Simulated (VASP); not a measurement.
**MgS: single point with PBE**

MgS:

```
Mg S
1.0
     0.00000    2.83088    2.83088
     2.83088    0.00000    2.83088
     2.83088    2.83088    0.00000
Mg S
1 1
Direct
  0.00000 0.00000 0.00000
  0.25000 0.25000 0.25000
```

| Item | Value |
| --- | --- |
| Program | VASP 6.6.1 |
| Task | single point |
| Functional | PBE |
| Potentials or basis | VASP PAW PBE potentials, release 64 (Mg, S) |
| Cutoff | 520 eV |
| k mesh | 8 × 8 × 8 |
| Occupations | fermi-dirac, width 0.02 eV |
| Spin | no spin polarisation |

```yaml
Pressure: 0.9 GPa
Band_gap_on_the_k_mesh: 3.46 eV, direct
```

Levels at points of the mesh, in eV from the valence-band top:
```csv
k point,band 2,band 3,band 4,band 5,band 6,band 7
"(0.00, 0.00, 0.00)",0.00,0.00,0.00,3.46,7.95,7.95
"(0.50, 0.00, 0.00)",-3.13,-0.33,-0.33,5.12,7.64,7.64
"(0.50, 0.50, 0.00)",-2.81,-1.03,-1.03,3.89,5.65,11.16
```

Run time: 15 s on 1 thread of Intel(R) Xeon(R) Platinum 8488C (Sapphire Rapids), on a shared host, peak memory 0.17 GiB.

A k mesh can miss the band edges. PBE gaps usually lie below the measured ones, often by a third to a half.
